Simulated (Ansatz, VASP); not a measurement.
**Hf: VASP beside Ansatz**

File INCAR:

```
  PREC = Accurate
  ENCUT = 520
  EDIFF = 1E-8
  ISMEAR = -1
  SIGMA = 0.05
  LREAL = False
  LASPH = True
  NELM = 100
  ALGO = Normal
  ISIF = 2
  LWAVE = False
  LCHARG = False
  GGA = PS
  LEFG = True
  NBANDS = 17
```

The input KPOINTS:

```
regular mesh
0
Gamma
  13 13 7
```

The input POSCAR:

```
Hf
1.0
    3.1966985242      0.0479504779      0.0479504779
   -1.5568229302      2.7444468913      0.0175510930
    0.0758670000      0.0758670000      5.0578000000
Hf
2
Direct
    0.3333333333      0.6666666667      0.2500000000
    0.6666666667      0.3333333333      0.7500000000
```

Input for Ansatz:

```yaml
crystal:
  lattice:
    - [3.1966985242, 0.0479504779, 0.0479504779]
    - [-1.5568229302, 2.7444468913, 0.017551093]
    - [0.075867, 0.075867, 5.0578]
  atoms:
    - { symbol: Hf, position: [0.3333333333, 0.6666666667, 0.25] }
    - { symbol: Hf, position: [0.6666666667, 0.3333333333, 0.75] }
kpoints:
  mp_grid: { grid: [13, 13, 7] }
scf:
  occupations: { method: fermi_dirac, width: 0.05 }
hamiltonian:
  xc: pbesol
  pseudopotentials: { kind: paw }
output:
  forces: true
  stress: true
  eigenvalues: true
  efg: { contact_densities: true }
  write_density: true
  write_potential: true
  elf: true
  volumetric_format: npy
```

Change from the starting cell: equal xy, yz and zx shear strains of +3 %, PAW files.

Alike in both runs: task electric field gradients; functional PBEsol; k mesh 13 × 13 × 7; occupations fermi-dirac, width 0.05 eV; no spin polarisation.

```csv
,VASP,Ansatz
version,VASP 6.6.1,Ansatz 0.2.0
potentials or method,"VASP PAW PBE potentials, release 64 (Hf_pv)","PAW with Ansatz's default frozen-core files, scalar-relativistic"
plane-wave cutoff (eV),520,420
valence electrons in the cell,20,52
```

```csv
,VASP,Ansatz,Ansatz less VASP
pressure (GPa),-4.1,-3.7,+0.38
"traceless stress, the component that is largest in VASP (GPa)",-1.86,-1.86,+0.001
rms of the force components (eV/Å),0.037,0.038,+0.0005
size of Vzz on the site where it differs most (V/Å²),85.4,94.7,+9.31
```

VASP's potentials were made for PBE, not for PBEsol. Atom by atom the forces differ by 0.001 eV/Å (rms over components). With one functional, cell and mesh, what is left measures potentials, basis and numerics. VASP's potentials hold 20 valence electrons a cell and Ansatz's 52, so a difference there can come from the potentials and not from the codes.

Neither program's run includes spin-orbit coupling.
